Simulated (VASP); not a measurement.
Runs of VASP 6.6.1 on Ge. The structure is that of space group Fmmm (No. 69), or close to it. The cells are those of the table. 

```csv
task,level,potentials or basis,cell,cutoff (eV),gap on the mesh (eV),pressure (GPa),largest force (eV/Å)
single point,PBEsol,"VASP PAW PBE potentials, release 64 (Ge_d)","a = 5.931, b = 5.801, c = 4.061 Å, angles 71.5, 68.0, 40.5°, 4 atoms",520,none,-7.6,0.09
relaxation of cell and atoms,PBEsol,"VASP PAW PBE potentials, release 64 (Ge_d)","relaxed to 2 GPa from a = 5.873, b = 5.752, c = 3.905 Å, angles 72.1, 68.7, 39.2°, 4 atoms",600,none,2.0,-
relaxation of cell and atoms,PBEsol,"VASP PAW PBE potentials, release 64 (Ge_d)","relaxed to 30 GPa from a = 5.873, b = 5.752, c = 3.905 Å, angles 72.1, 68.7, 39.2°, 4 atoms",600,none,30.0,-
single point,LDA,"VASP PAW LDA potentials, release 64 (Ge_d)","a = 5.873, b = 5.752, c = 3.905 Å, angles 72.1, 68.7, 39.2°, 4 atoms",520,none,(a),0.04
single point,PBEsol,"VASP PAW PBE potentials, release 64 (Ge_d)","a = 5.902, b = 5.777, c = 3.983 Å, angles 71.8, 68.4, 39.9°, 4 atoms",520,none,-6.0,0.08
```

Alike in all rows: no spin polarisation; k mesh 7 × 7 × 7; smearing fermi-dirac 0.05 eV.

Task: Estimate the missing entries.

Result: (a) -5.2.

Caveats: the PAW data sets were made with another functional, which shifts forces and pressure a little (at least some runs); the cell stands under tension (at least some runs); the cell is relaxed towards a set pressure, so the run minimises the enthalpy, not the energy (at least some runs).

A k mesh can miss the band edges, and the runs leave out spin-orbit coupling on Ge.

A gap of «none» marks levels without a gap at the run's occupations.
